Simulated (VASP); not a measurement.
MgCd2S3, 6 atoms in the cell. The structure is trigonal, space group P-3m1 (No. 164). Conventional cell: a = 3.827 Å, b = 3.827 Å, c = 9.381 Å, α = 90.00°, β = 90.00°, γ = 120.00°. Mg (site symmetry -3m) has 6 S at 2.65 Å within 3.5 Å. Cd (site symmetry 3m) has 6 S at 2.73 to 2.74 Å within 3.6 Å. S (site symmetry -3m) has 6 Cd at 2.73 Å within 3.6 Å. Within 3.5 Å of S (site symmetry 3m) lie 3 Mg at 2.65 Å and 3 Cd at 2.74 Å. 

* Program: VASP 6.6.1
* Task: single point
* Functional: r2SCAN
* Potentials or basis: VASP PAW PBE potentials, release 64 (Mg, Cd, S)
* Cutoff: 520 eV
* k mesh: 12 × 12 × 4
* Occupations: gaussian, width 0.02 eV
* Spin: no spin polarisation
* Dipole correction: no
* Further INCAR settings: ALGO = Normal; EDIFF = 1e-07; NBANDS = 31

Potentials or basis: VASP PAW PBE potentials, release 64 (Mg, Cd, S).

Command:

```console
$ cat potpaw_PBE.64/Mg/POTCAR potpaw_PBE.64/Cd/POTCAR potpaw_PBE.64/S/POTCAR > POTCAR
$ cp INCAR.step1 INCAR
$ mpirun -np 1 vasp_std > vasp.out
$ cp INCAR.step2 INCAR
$ mpirun -np 1 vasp_std > vasp.out
```

Hardware: 1 thread of Oxide Virtual Turin-like Processor, with other jobs on the host.

Problem. How long does it take, and how much memory?

Solution. Wall time 21 min on 1 thread of Oxide Virtual Turin-like Processor, on a shared host, peak memory 0.36 GiB. Counts: k points 69.
